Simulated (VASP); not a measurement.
Wanted: the native input for a VASP 6.6.1 run.

| Item | Value |
| --- | --- |
| Task | single point |
| Functional | PBEsol |
| Potentials or basis | VASP PAW PBE potentials, release 64 (Ge_d) |
| Cutoff | 500 eV |
| k mesh | 6 × 6 × 6 |
| Occupations | gaussian, width 0.01 eV |
| Spin | no spin polarisation |
| Dipole correction | no |
| Further INCAR settings | ALGO = Normal; EDIFF = 1e-06; NBANDS = 21 |

The structure of Ge lies in POSCAR:

```
Ge
1.0
    0.0000000000      2.7776967199      2.7776967199
    2.7776967199      0.0000000000      2.7776967199
    2.7776967199      2.7776967199      0.0000000000
Ge
2
Direct
    0.0000000000      0.0000000000      0.0000000000
    0.2500000000      0.2500000000      0.2500000000
```

One way to write it, as run:

INCAR

```
  PREC = Accurate
  ENCUT = 500
  EDIFF = 1E-6
  ISMEAR = 0
  SIGMA = 0.01
  LREAL = F
  LASPH = T
  NELM = 120
  ALGO = Normal
  ISIF = 2
  LWAVE = F
  LCHARG = F
  GGA = PS
  NBANDS = 21
  GGA_COMPAT = F
```

KPOINTS

```
regular mesh
0
Gamma
  6 6 6
```

Potentials or basis: VASP PAW PBE potentials, release 64 (Ge_d).

The run is started by

```bash
$ cat potpaw_PBE.64/Ge_d/POTCAR > POTCAR
$ mpirun -np 1 vasp_std > vasp.out
```

It gave:

- Pressure: 4.8 GPa
- Band gap on the k mesh: 0.29 eV (least direct gap 0.50 eV)

Caveat: the cell stands under pressure; the PAW data sets were made with another functional, which shifts forces and pressure a little.

Wall time 34 s on 1 thread of Intel Xeon 8259CL (shared host), peak memory 0.16 GiB.
